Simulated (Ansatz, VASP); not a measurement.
Two plane-wave programs on Au

The input INCAR:

```
SYSTEM = Au
PREC = Accurate ; ENCUT = 520
EDIFF = 1E-8 ; ISMEAR = -1
SIGMA = 0.05 ; LREAL = .False.
LASPH = .True. ; NELM = 60
ALGO = Normal ; ISIF = 2
LWAVE = .False. ; LCHARG = .False.
LEFG = .True. ; NBANDS = 18
```

The input KPOINTS:

```
regular mesh
0
Gamma
  18 18 10
  0 0 0
```

POSCAR

```
Au
1.0
    2.9000000000      0.0000000000      0.0000000000
   -1.4500000000      2.5114736710      0.0000000000
    0.0000000000      0.0000000000      4.8800000000
Au
2
Direct
    0.3333333333      0.6666666667      0.7500000000
    0.6666666667      0.3333333333      0.2500000000
```

Input for Ansatz:

```yaml
crystal:
  lattice:
    - [2.9, 0.0, 0.0]
    - [-1.45, 2.511473671, 0.0]
    - [0.0, 0.0, 4.88]
  atoms:
    - { symbol: Au, position: [0.3333333333, 0.6666666667, 0.75] }
    - { symbol: Au, position: [0.6666666667, 0.3333333333, 0.25] }
kpoints:
  mp_grid: { grid: [18, 18, 10] }
scf:
  occupations: { method: fermi_dirac, width: 0.05 }
hamiltonian:
  xc: lda
  pseudopotentials: { kind: paw }
output:
  forces: true
  stress: true
  populations: true
  efg: { quadrupole_moments_barn: { Au: 0.547 }, contact_densities: true }
```

Alike in both runs: task electric field gradients; functional LDA; k mesh 18 × 18 × 10; occupations fermi-dirac, width 0.05 eV; no spin polarisation.

|  | VASP | Ansatz |
| --- | --- | --- |
| version | VASP 6.6.1 | Ansatz 0.2.0 |
| potentials or method | VASP PAW LDA potentials, release 64 (Au) | plane-wave PAW, scalar-relativistic |
| plane-wave cutoff (eV) | 520 | 420 |
| valence electrons in the cell | 22 | 38 |

```csv
,VASP,Ansatz,Ansatz less VASP
pressure (GPa),-10.3,-10.7,-0.40
"traceless stress, the component that is largest in VASP (GPa)",0.21,0.33,+0.122
size of Vzz on the site where it differs most (V/Å²),24.1,10.2,-13.85
```

LDA's correlation is that of Perdew and Zunger in VASP and of Perdew and Wang (1992) in Ansatz. VASP's potentials hold 22 valence electrons a cell and Ansatz's 38, so a difference there can come from the potentials and not from the codes.

Spin-orbit coupling is off throughout.
